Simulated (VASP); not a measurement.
Input of a VASP 6.6.1 run:

Contents of INCAR:

```
SYSTEM = Cs2Bi
PREC = Accurate
ENCUT = 520
EDIFF = 1E-7
ISMEAR = -1
SIGMA = 0.05
LREAL = .FALSE.
LASPH = .TRUE.
NELM = 100
ALGO = Normal
ISIF = 2
LWAVE = .FALSE.
LCHARG = .FALSE.
GGA = PS
NBANDS = 60
```

Contents of KPOINTS:

```
regular mesh
0
G
  2 2 2
  0 0 0
```

POSCAR

```
Cs2Bi
1.0
    5.0289594100      5.1500676100      0.0000000000
    5.0289594100     -5.1500676100      0.0000000000
    2.6563165200      0.0000000000     -9.7701234300
Bi Cs
3 6
Direct
    0.8881244947      0.3111565353      0.8301685294
    0.6901285890      0.1075519653      0.6587783712
    0.1656949459      0.7577739691      0.2104400231
    0.7367216036      0.6519188335      0.5166031971
    0.3466710219      0.2597898324      0.9751635246
    0.2280708935      0.3053768689      0.4731683313
    0.6859402441      0.7639479579      0.0262638442
    0.1640849218      0.8343332101      0.7696551690
    0.8399473401      0.1890054004      0.2406379015
```

Potentials or basis: VASP PAW PBE potentials, release 64 (Bi_d, Cs_sv).

Command:

```sh
$ cat potpaw_PBE.64/Bi_d/POTCAR potpaw_PBE.64/Cs_sv/POTCAR > POTCAR
$ mpirun -np 1 vasp_std > vasp.out
```

**Question.** Predict the pressure.

**Answer.** -0.5 GPa.

**Question.** Estimate the largest force.

**Answer.** 0.102 eV/Å.

Forces in eV/Å, atoms in the order of the input:
```
Bi   0.004 -0.008  0.017
Bi   0.012  0.007 -0.017
Bi  -0.091  0.002  0.047
Cs   0.018  0.000 -0.014
Cs   0.010 -0.003  0.015
Cs   0.001  0.001 -0.024
Cs   0.001 -0.005  0.017
Cs   0.013  0.009 -0.055
Cs   0.032 -0.002  0.014
```

Caveat: the k points lie up to 0.44 Å⁻¹ apart; the PAW data sets were made with another functional, which shifts forces and pressure a little.
